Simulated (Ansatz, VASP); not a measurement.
## Two plane-wave programs on Bi

The input INCAR:

```
SYSTEM = Bi
ALGO = Fast ; EDIFF = 1E-6
ENCUT = 520 ; GGA = PS
ISIF = 2 ; ISMEAR = -1
LASPH = .TRUE. ; LCHARG = .FALSE.
LREAL = .FALSE. ; LWAVE = .FALSE.
NBANDS = 38 ; NELM = 80
PREC = Accurate ; SIGMA = 0.05
```

The input KPOINTS:

```
k-points
0
G
  6 6 4
  0 0 0
```

The input POSCAR:

```
Bi
1.0
    4.5954529501      0.0000000000      0.0000000000
    0.0000000000      4.4652136676      0.0000000000
   -0.3412975661      0.0000000000      6.4239379803
Bi
4
Direct
    0.2513749200      0.2500000000      0.7487333800
    0.7486250800      0.7500000000      0.2512666200
    0.2498876900      0.2500000000      0.2488803300
    0.7501123100      0.7500000000      0.7511196700
```

File input.yaml:

```yaml
crystal:
  lattice:
    - [4.5954529501, 0.0, 0.0]
    - [0.0, 4.4652136676, 0.0]
    - [-0.3412975661, 0.0, 6.4239379803]
  atoms:
    - { symbol: Bi, position: [0.25137492, 0.25, 0.74873338] }
    - { symbol: Bi, position: [0.74862508, 0.75, 0.25126662] }
    - { symbol: Bi, position: [0.24988769, 0.25, 0.24888033] }
    - { symbol: Bi, position: [0.75011231, 0.75, 0.75111967] }
hamiltonian:
  xc: pbesol
  pseudopotentials: { kind: paw }
kpoints:
  mp_grid: { grid: [6, 6, 4] }
scf:
  occupations: { method: fermi_dirac, width: 0.05 }
output:
  forces: true
  stress: true
  eigenvalues: true
  write_density: true
  write_potential: true
  elf: true
  volumetric_format: npy
```

Alike in both runs: task single point; functional PBEsol; k mesh 6 × 6 × 4; occupations fermi-dirac, width 0.05 eV; no spin polarisation.

|  | VASP | Ansatz |
| --- | --- | --- |
| version | VASP 6.6.1 | Ansatz 0.2.0 |
| potentials or method | VASP PAW PBE potentials, release 64 (Bi_d) | Ansatz PAW |
| plane-wave cutoff (eV) | 520 | 420 |
| valence electrons in the cell | 60 | 60 |

VASP gave:

| Property | Result |
| --- | --- |
| gap on the k mesh at the Fermi level (eV) | none |
| pressure (GPa) | 0.6 |
| traceless stress, the component that is largest in VASP (GPa) | 0.90 |
| rms of the force components (eV/Å) | 0.003 |

Estimate Ansatz's values.

gap on the k mesh at the Fermi level (eV): none; pressure (GPa): 0.7; traceless stress, the component that is largest in VASP (GPa): 0.90; rms of the force components (eV/Å): 0.004.

VASP's potentials were made for PBE, not for PBEsol. Atom by atom the forces differ by 0.000 eV/Å (rms over components). A gap of «none» marks a metal or a gap that the smearing closes.

Neither program's run includes spin-orbit coupling.
